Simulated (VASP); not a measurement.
# Si16C15 (a cell with a defect) in VASP: single point with PBE

Aim: the single point of Si16C15 (a cell with a defect) with PBE.

All numbers are computed with VASP 6.6.1; they aren't measurements. Logs are shortened: lines on timing, memory, paths and dates and some standing lists are left out, and cuts for length are marked.

### 1 The cell of the first run

The cell holds a defect, 31 atoms: a = 6.188 Å, b = 6.188 Å, c = 10.129 Å, α = 90.00°, β = 90.00°, γ = 120.00°.

### 2 Single point, PBE (atoms taken out, then relaxed in part)

The input, INCAR:

```
PREC = Accurate ; ENCUT = 520
EDIFF = 1E-6 ; ISMEAR = 0
SIGMA = 0.01 ; LREAL = Auto
LASPH = T ; NELM = 80
ALGO = Normal ; ISIF = 2
LWAVE = F ; LCHARG = F
GGA = PE ; NBANDS = 83
```

The input, KPOINTS:

```
regular mesh
0
Gamma
  4 4 2
```

The input, POSCAR:

```
Si16C15
1.0
    3.0941201761     -5.3591733614      0.0000000000
   -6.1882403623      0.0000000058      0.0000000000
    0.0000000000      0.0000000000    -10.1293391959
Si C
16 15
Direct
    0.3338998347      0.1677558867      0.0658700813
    0.8338452690      0.1678469806      0.0609378699
    0.3335246390      0.6675507424      0.0608801097
    0.8338491962      0.6675720080      0.0609253723
    0.1669833976      0.3342044213      0.5624752774
    0.6668651943      0.3342204550      0.5624491495
    0.1669880563      0.8343624687      0.5624896779
    0.6668959909      0.8342205514      0.5629763764
    0.5055774227     -0.0046073527      0.3133775177
    0.9891550370     -0.0046553748      0.3135537519
    0.5055854953      0.5117145257      0.3133369626
    1.0001872918      0.5008612492      0.3125503041
    0.0003465579      0.5009567944      0.8114627400
    0.5000249347      0.5002984037      0.8127020431
    0.0011664868      1.0013855168      0.8127510947
    0.5000169070      1.0013223219      0.8127206655
    0.8353718757      0.1712133727      0.2483835829
    0.3298126186      0.6656555215      0.2483385918
    0.8353662871      0.6657005547      0.2483791143
    0.1671672181      0.3342091805      0.7501001375
    0.6667801584      0.3341842363      0.7500694429
    0.1671605772      0.8345498461      0.7501126707
    0.6670799237      0.8343544891      0.7510786502
    0.0001635255      0.0008700309      0.5001610494
    0.5002477780      0.0009288383      0.5000485926
    0.0002844962      0.5009284911      0.4994943484
    0.5002232111      0.5008432259      0.5000182895
    0.5005283938      0.5012031296      1.0002394251
    1.0003847069      0.5009599270      0.9984309014
    0.5005266237      1.0009043827      1.0002573840
    1.0003440697      1.0009603940      1.0003317459
```

Potentials or basis: VASP PAW PBE potentials, release 64 (Si, C).

Command:

```console
$ cat potpaw_PBE.64/Si/POTCAR potpaw_PBE.64/C/POTCAR > POTCAR
$ mpirun -np 1 vasp_std > vasp.out
```

OUTCAR:

```text
PREC = Accurate
   ENCUT = 520
   EDIFF = 1E-6
   ISMEAR = 0
   LREAL = Auto
   LASPH = T
   NELM = 80
   ISIF = 2
   GGA = PE

 ion  position               nearest neighbor table
   1  0.334  0.168  0.066-  28 1.91  30 1.91  31 1.91   4 3.09   2 3.09   3 3.09   3 3.09   2 3.10
                             4 3.10  11 3.11   9 3.11  10 3.12  16 3.12  14 3.12  15 3.12
   2  0.834  0.168  0.061-  30 1.89  31 1.89  29 1.89  17 1.90  15 3.09  16 3.09   3 3.09   4 3.09
                             1 3.09  13 3.09   1 3.10   4 3.10   3 3.10   9 3.10  10 3.10  12 3.11
   3  0.334  0.668  0.061-  30 1.89  28 1.89  29 1.89  18 1.90  16 3.09  14 3.09   4 3.09   2 3.09
                            13 3.09   1 3.09   1 3.09   2 3.10   4 3.10  11 3.10   9 3.10  12 3.11
   4  0.834  0.668  0.061-  28 1.89  31 1.89  29 1.89  19 1.90  15 3.09  14 3.09   3 3.09   2 3.09
                             1 3.09  13 3.09   1 3.10   2 3.10   3 3.10  11 3.10  10 3.10  12 3.11
   5  0.167  0.334  0.562-  24 1.89  27 1.89  26 1.90  20 1.90  13 3.09   7 3.09   6 3.09   8 3.09
                             8 3.09   6 3.09   7 3.10  12 3.10  15 3.10  14 3.10  10 3.11  11 3.11
   6  0.667  0.334  0.562-  27 1.89  25 1.89  26 1.90  21 1.90  13 3.09   7 3.09   5 3.09   8 3.09
                             8 3.09   5 3.09   7 3.09  12 3.10  14 3.10  16 3.10   9 3.11  11 3.11
   7  0.167  0.834  0.562-  24 1.89  25 1.89  26 1.90  22 1.90  13 3.09   5 3.09   6 3.09   8 3.09
                             8 3.09   6 3.09   5 3.10  12 3.10  15 3.10  16 3.10  10 3.11   9 3.11
   8  0.667  0.834  0.563-  24 1.90  25 1.90  27 1.90  23 1.91  10 3.06   9 3.06  11 3.06   5 3.09
                             7 3.09   6 3.09   6 3.09   7 3.09   5 3.09  14 3.10  16 3.10  15 3.10
   9  0.506  0.995  0.313-  18 1.89  17 1.89  25 1.89  10 2.99  11 2.99   8 3.06  12 3.09  12 3.09
                             3 3.10   2 3.10   7 3.11   6 3.11   1 3.11
  10  0.989  0.995  0.314-  19 1.89  17 1.89  24 1.89  11 2.99   9 2.99   8 3.06  12 3.09  12 3.09
[... 14 lines left out ...]
  18  0.330  0.666  0.248-  12 1.88  11 1.89   9 1.89   3 1.90
  19  0.835  0.666  0.248-  12 1.88  11 1.89  10 1.89   4 1.90
  20  0.167  0.334  0.750-  13 1.89  15 1.89  14 1.89   5 1.90
  21  0.667  0.334  0.750-  13 1.89  14 1.89  16 1.89   6 1.90
  22  0.167  0.835  0.750-  13 1.89  15 1.89  16 1.89   7 1.90
  23  0.667  0.834  0.751-  16 1.90  14 1.90  15 1.90   8 1.91
  24  0.000  0.001  0.500-  10 1.89   5 1.89   7 1.89   8 1.90
  25  0.500  0.001  0.500-   9 1.89   7 1.89   6 1.89   8 1.90
  26  0.000  0.501  0.499-  12 1.89   6 1.90   5 1.90   7 1.90
  27  0.500  0.501  0.500-  11 1.89   5 1.89   6 1.89   8 1.90
  28  0.501  0.501  0.000-   4 1.89   3 1.89  14 1.90   1 1.91
  29  0.000  0.501  0.998-  13 1.89   3 1.89   2 1.89   4 1.89
  30  0.501  0.001  0.000-   3 1.89   2 1.89  16 1.90   1 1.91
  31  0.000  0.001  0.000-   4 1.89   2 1.89  15 1.90   1 1.91

  LATTYP: Found a hexagonal cell.
 ALAT       =     6.1882403623
 C/A-ratio  =     1.6368690618

  Lattice vectors:

 A1 = (   3.0941201761,  -5.3591733614,   0.0000000000)
 A2 = (  -6.1882403623,   0.0000000058,   0.0000000000)
 A3 = (   0.0000000000,   0.0000000000, -10.1293391959)

Analysis of symmetry for initial positions (statically):
=====================================================================
 Subroutine PRICEL returns:
 Original cell was already a primitive cell.

 Routine SETGRP: Setting up the symmetry group for a
 hexagonal supercell.

 Subroutine GETGRP returns: Found  1 space group operations
 (whereof  1 operations were pure point group operations)
 out of a pool of 24 trial point group operations.

The static configuration has the point symmetry C_1 .

Analysis of symmetry for dynamics (positions and initial velocities):
=====================================================================
 Subroutine PRICEL returns:
 Original cell was already a primitive cell.

 Routine SETGRP: Setting up the symmetry group for a
 hexagonal supercell.

 Subroutine GETGRP returns: Found  1 space group operations
 (whereof  1 operations were pure point group operations)
 out of a pool of 24 trial point group operations.

The dynamic configuration has the point symmetry C_1 .

 Subroutine INISYM returns: Found  1 space group operations
 (whereof  1 operations are pure point group operations),
 and found     1 'primitive' translations

----------------------------------------------------------------------------------------

[... 82 lines left out ...]

Automatic generation of k-mesh.
 Grid dimensions read from file:
 generate k-points for:    4    4    2

 Generating k-lattice:

  Cartesian coordinates                     Fractional coordinates (reciprocal lattice)
    -0.000000000 -0.046648985  0.000000000     0.250000000  0.000000000  0.000000000
    -0.040399206 -0.023324493  0.000000000    -0.000000000  0.250000000  0.000000000
     0.000000000  0.000000000 -0.049361562     0.000000000  0.000000000  0.500000000

  Length of vectors
     0.046648985  0.046648985  0.049361562

  Shift w.r.t. Gamma in fractional coordinates (k-lattice)
     0.000000000  0.000000000  0.000000000

 Subroutine IBZKPT returns following result:
 ===========================================

 Found     20 irreducible k-points:

 Following reciprocal coordinates:
            Coordinates               Weight
  0.000000  0.000000  0.000000      1.000000
  0.250000  0.000000  0.000000      2.000000
  0.000000  0.250000  0.000000      2.000000
 -0.250000  0.250000  0.000000      2.000000
  0.500000  0.000000  0.000000      1.000000
  0.000000  0.500000  0.000000      1.000000
[... 12 lines left out ...]
 -0.250000  0.500000  0.500000      2.000000
  0.500000  0.250000  0.500000      2.000000
   k-points           NKPTS =     20   k-points in BZ     NKDIM =     20   number of bands    NBANDS=     83
   number of dos      NEDOS =    301   number of ions     NIONS =     31
   total plane-waves  NPLWV = 184320
   dimension x,y,z NGX =    48 NGY =   48 NGZ =   80
   dimension x,y,z NGXF=    96 NGYF=   96 NGZF=  160
   ions per type =              16  15
   NGX,Y,Z   is equivalent  to a cutoff of  12.90, 12.90, 13.13 a.u.
   NGXF,Y,Z  is equivalent  to a cutoff of  25.79, 25.79, 26.26 a.u.
 SYSTEM =  unknown system
   PREC   = accura    normal or accurate (medium, high low for compatibility)
   ISTART =      0    job   : 0-new  1-cont  2-samecut
   ICHARG =      2    charge: 1-file 2-atom 10-const
   ISPIN  =      1    spin polarized calculation?
   LNONCOLLINEAR =      F non collinear calculations
   LSORBIT =      F    spin-orbit coupling
   LASPH  =      T    aspherical Exc in radial PAW
   ENCUT  =  520.0 eV  38.22 Ry    6.18 a.u.  11.51 11.51 18.83*2*pi/ulx,y,z
   NELM   =     80;   NELMIN=  2; NELMDL= -5     # of ELM steps
   EDIFF  = 0.1E-05   stopping-criterion for ELM
   LREAL  =      T    real-space projection
   EDIFFG = 0.1E-04   stopping-criterion for IOM
   NSW    =      0    number of steps for IOM
   IBRION =     -1    ionic relax: 0-MD 1-quasi-New 2-CG
   NFREE  =      0    steps in history (QN), initial steepest desc. (CG)
   ISIF   =      2    stress and relaxation
   ISYM   =      2    0-nonsym 1-usesym 2-fastsym
   POTIM  = 0.5000    time-step for ionic-motion
   TEBEG  =    0.0;   TEEND  =   0.0 temperature during run
   PSTRESS=    0.0 pullay stress
   NELECT =     124.0000    total number of electrons
   NUPDOWN=      -1.0000    fix difference up-down
   EMIN   =  10.00;   EMAX   =-10.00  energy-range for DOS
   EFERMI =   0.00;   METHOD = LEGACY
   ISMEAR =     0;   SIGMA  =   0.01  broadening in eV -4-tet -1-fermi 0-gaus
   EFERMI_NEDOS =   21; number of points for ismear=-14 and -15
   IALGO  =     38    algorithm
   IMIX   =      4    mixing-type and parameters
     AMIX     =   0.40;   BMIX     =  1.00
     AMIX_MAG =   1.60;   BMIX_MAG =  1.00
  volume/ion in A,a.u.               =      10.84        73.13
  Fermi-wavevector in a.u.,A,eV,Ry     =   1.174357  2.219212 18.763980  1.379114
  Thomas-Fermi vector in A             =   2.310755
   LORBIT       =      0    0 simple, 1 ext, 2 COOP (PROOUT), +10 PAW based schemes
   GGA     = PE    functional components
   LHFCALC =     F    Hartree Fock is set to
   AEXX    =    0.0000 exact exchange contribution
   IVDW    =     0    specifies the selected vdW correction
   LEPSILON=     F    determine dielectric tensor
   LRPA    =     F    only Hartree local field effects (RPA)
 non-spin polarized calculation
 Gauss-broadening in eV      SIGMA  =   0.01
  energy-cutoff  :      520.00
  volume of cell :      335.93
 maximum number of plane-waves:      9074
 NGX is ok and might be reduce to    48
   NGX = 23   NGY = 23   NGZ = 37

 number of electron     124.0000002 magnetization

 Free energy of the ion-electron system (eV)
  ---------------------------------------------------
  ext. energy  EPLUGINS =         0.00000000
  ---------------------------------------------------
  free energy    TOTEN  =      -227.75279447 eV

  energy without entropy =     -227.75279447  energy(sigma->0) =     -227.75279447

 E-fermi :   9.6325     XC(G=0): -11.1997

 val. band max:        9.5442098093   @ k =   0.2500   0.0000   0.0000
 cond. band min:       9.7542053265   @ k =   0.5000   0.2500   0.0000
 fundamental gap:      0.2099955171
 Fermi energy:         9.6324916004

 k-point     1 :       0.0000    0.0000    0.0000
  band No.  band energies     occupation
      1      -7.4811      2.00000
      2      -6.3968      2.00000
      3      -6.2106      2.00000
      4      -4.2383      2.00000
      5      -4.2383      2.00000
      6      -4.1551      2.00000
[... 1529 lines left out ...]
     73      13.3423      0.00000
     74      13.3861      0.00000
 [bands above 74 left out]

------------------------ aborting loop because EDIFF is reached ----------------------------------------

  FORCE on cell =-STRESS in cart. coord.  units (eV):
  Direction    XX          YY          ZZ          XY          YZ          ZX
  --------------------------------------------------------------------------------------
  -------------------------------------------------------------------------------------
  Total       -0.6538317     -0.6343646      1.4675996     -0.0061643     -0.0617274     -0.0078274
  in kB       -3.1183902     -3.0255437      6.9995816     -0.0293999     -0.2944033     -0.0373320
  external PRESSURE =       0.2852159 kB  Pullay stress =       0.0000000 kB

 VOLUME and BASIS-vectors are now :
 -----------------------------------------------------------------------------
  energy-cutoff  :      520.00
  volume of cell :      335.93
      direct lattice vectors                 reciprocal lattice vectors
     3.094120176 -5.359173361  0.000000000    -0.000000000 -0.186595942  0.000000000
    -6.188240362  0.000000006  0.000000000    -0.161596826 -0.093297971  0.000000000
     0.000000000  0.000000000-10.129339196     0.000000000  0.000000000 -0.098723123

 POSITION                                       TOTAL-FORCE (eV/Angst)
 -----------------------------------------------------------------------------------
     -0.00499     -1.78943     -0.66722        -0.003759     -0.001307     -0.011273
      1.54134     -4.46872     -0.61726         0.005658      0.002075      0.006657
     -3.09900     -1.78742     -0.61668        -0.000589     -0.004934      0.003641
     -1.55107     -4.46874     -0.61713        -0.007166      0.002124      0.005913
     -1.55147     -0.89489     -5.69750        -0.002641     -0.000568     -0.001596
     -0.00488     -3.57385     -5.69724        -0.000721      0.000260     -0.000774
[... 23 lines left out ...]
      1.54309     -2.68241     -0.00261         0.007435     -0.001544      0.000645
     -0.00488     -0.00184     -0.00336         0.002261      0.010018      0.002965
 -----------------------------------------------------------------------------------
    total drift:                                0.095488      0.035033     -0.043775

  FREE ENERGIE OF THE ION-ELECTRON SYSTEM (eV)
  ---------------------------------------------------
  free  energy   TOTEN  =      -227.7527944711 eV

  energy  without entropy=     -227.7527944711  energy(sigma->0) =     -227.75279447
```

Wall time 11 min (1 thread of Intel Xeon Platinum 8488C (Sapphire Rapids), shared host); peak memory 0.62 GiB.

What came out:

| Property | Result |
| --- | --- |
| Free energy | -227.7528 eV |
| Pressure | 0.0 GPa |
| Largest force | 0.014 eV/Å |
| Band gap on the k mesh | 0.21 eV |

Forces on the atoms (eV/Å):
```
Si  -0.004 -0.001 -0.011
Si   0.006  0.002  0.007
Si  -0.001 -0.005  0.004
Si  -0.007  0.002  0.006
Si  -0.003 -0.001 -0.002
Si  -0.001  0.000 -0.001
Si   0.000 -0.001 -0.001
Si  -0.001  0.003  0.010
Si   0.007 -0.010 -0.001
Si  -0.002  0.010  0.005
Si  -0.011 -0.008 -0.003
Si  -0.003 -0.002 -0.001
Si  -0.002  0.000  0.000
Si   0.001 -0.002 -0.007
Si  -0.001  0.002 -0.005
Si  -0.005 -0.001 -0.004
C   -0.002  0.001  0.000
C   -0.004 -0.006  0.001
C   -0.003 -0.004  0.001
C    0.001  0.004  0.001
C    0.003  0.000 -0.001
C    0.007  0.003  0.001
C    0.005  0.005  0.012
C    0.003 -0.002 -0.002
C    0.006  0.001 -0.005
C    0.002 -0.001  0.004
C   -0.001  0.000 -0.006
C   -0.003 -0.003  0.000
C    0.003  0.005 -0.005
C    0.007 -0.002  0.001
C    0.002  0.010  0.003
```

Stress tensor (GPa, compression positive):
```
-0.31  0.00  0.00
 0.00 -0.30 -0.03
 0.00 -0.03  0.70
```

Caveat: the cell differs from its parent crystal (atoms taken out, then relaxed in part); semilocal functionals underestimate gaps, and a narrow one can read as zero.
